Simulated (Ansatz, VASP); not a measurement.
**Rh: VASP beside Ansatz**

POSCAR

```
Rh
1.0
    0.0000000000      1.9008071574      1.9008071574
    1.9008071574      0.0000000000      1.9008071574
    1.9008071574      1.9008071574      0.0000000000
Rh
1
Direct
    0.0000000000      0.0000000000      0.0000000000
```

Contents of INCAR.step1:

```
SYSTEM = Rh
PREC = Accurate ; ENCUT = 520
ISMEAR = -1 ; SIGMA = 0.1
LREAL = .FALSE. ; LASPH = .TRUE.
NELM = 80 ; NBANDS = 14
GGA = PE ; ALGO = Normal
EDIFF = 1E-4 ; LWAVE = .TRUE.
LCHARG = .FALSE.
```

Contents of INCAR.step2:

```
SYSTEM = Rh
PREC = Accurate ; ENCUT = 520
EDIFF = 1E-6 ; ISMEAR = -1
SIGMA = 0.1 ; LREAL = .FALSE.
LASPH = .TRUE. ; NELM = 80
ALGO = Normal ; ISIF = 2
LWAVE = .FALSE. ; LCHARG = .FALSE.
METAGGA = R2SCAN ; LMIXTAU = .TRUE.
NBANDS = 14 ; ISTART = 1
```

KPOINTS

```
regular mesh
0
G
  5 5 5
  0 0 0
```

Input for Ansatz:

```yaml
crystal:
  lattice:
    - [0.0, 1.9008071574, 1.9008071574]
    - [1.9008071574, 0.0, 1.9008071574]
    - [1.9008071574, 1.9008071574, 0.0]
  atoms:
    - { symbol: Rh, position: [0.0, 0.0, 0.0] }
hamiltonian:
  xc: r2scan
  pseudopotentials:
    kind: paw
    azcp:
      Rh: "pseudopotentials/Rh.paw.azcp"
basis:
  ecutwfc: 500
  fft_grid_basis: typed
kpoints:
  mp_grid: { grid: [5, 5, 5], shift: [0, 0, 0] }
magnetization:
  spin_polarized: false
scf:
  occupations: { method: fermi_dirac, width: 0.1 }
  lower_state_search: "off"
output:
  stress: true
```

Alike in both runs: task single point; functional r2SCAN; k mesh 5 × 5 × 5; occupations fermi-dirac, width 0.1 eV; no spin polarisation.

|  | VASP | Ansatz |
| --- | --- | --- |
| version | VASP 6.6.1 | Ansatz 0.2.0 |
| potentials or method | VASP PAW PBE potentials, release 64 (Rh_pv), cutoff 520 eV | plane waves (500 eV) with PAW, scalar-relativistic |
| valence electrons in the cell | 15 | 17 |

|  | VASP | Ansatz | Ansatz less VASP |
| --- | --- | --- | --- |
| pressure (GPa) | 4.1 | 2.8 | -1.26 |

VASP's potentials were made for PBE, not for r2SCAN. VASP's potentials hold 15 valence electrons a cell and Ansatz's 17, so a difference there can come from the potentials and not from the codes.

The k mesh is coarse, so the values compare programs but aren't converged.
